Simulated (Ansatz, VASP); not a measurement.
# O in VASP and in Ansatz

File INCAR:

```
  PREC = Accurate
  ENCUT = 520
  EDIFF = 1E-6
  ISMEAR = -1
  SIGMA = 0.01
  LREAL = F
  LASPH = T
  NELM = 100
  ALGO = Normal
  ISIF = 2
  LWAVE = F
  LCHARG = T
  GGA = PE
  LELF = T
  LVHAR = T
  NBANDS = 13
```

Contents of KPOINTS:

```
regular mesh
0
Gamma
  11 11 11
```

File POSCAR:

```
O
1.0
    1.4233490221      0.8217709410      3.4083000000
   -1.4233490221      0.8217709410      3.4083000000
    0.0000000000     -1.6435418821      3.4083000000
O
2
Direct
    0.0577000000      0.0577000000      0.0577000000
    0.9423000000      0.9423000000      0.9423000000
```

Input for Ansatz:

```yaml
crystal:
  lattice:
    - [1.4233490221, 0.821770941, 3.4083]
    - [-1.4233490221, 0.821770941, 3.4083]
    - [0.0, -1.6435418821, 3.4083]
  atoms:
    - { symbol: O, position: [0.0577, 0.0577, 0.0577] }
    - { symbol: O, position: [0.9423, 0.9423, 0.9423] }
kpoints:
  mp_grid: { grid: [11, 11, 11] }
scf:
  occupations: { method: fermi_dirac, width: 0.01 }
hamiltonian:
  xc: pbe
  pseudopotentials: { kind: all_electron, lapw: { basis_error: 0.001 } }
output:
  forces: true
  stress: true
  eigenvalues: true
```

Alike in both runs: task single point; functional PBE; k mesh 11 × 11 × 11; occupations fermi-dirac, width 0.01 eV; no spin polarisation.

|  | VASP | Ansatz |
| --- | --- | --- |
| version | VASP 6.6.1 | Ansatz 0.2.0 |
| potentials or method | VASP PAW PBE potentials, release 64 (O), cutoff 520 eV | all-electron LAPW, scalar-relativistic |

```tsv
	VASP	Ansatz	Ansatz less VASP
pressure (GPa)	9.4	5.4	-4.00
traceless stress, the component that is largest in VASP (GPa)	31.49	22.82	-8.664
rms of the force components (eV/Å)	2.473	1.510	-0.9636
```

Atom by atom the forces differ by 0.964 eV/Å (rms over components). Ansatz ran all-electron here, and VASP with PAW potentials.

Noted on VASP's run: the standard files for N, O and F lose accuracy on very short bonds; spin is off for a triplet molecule.
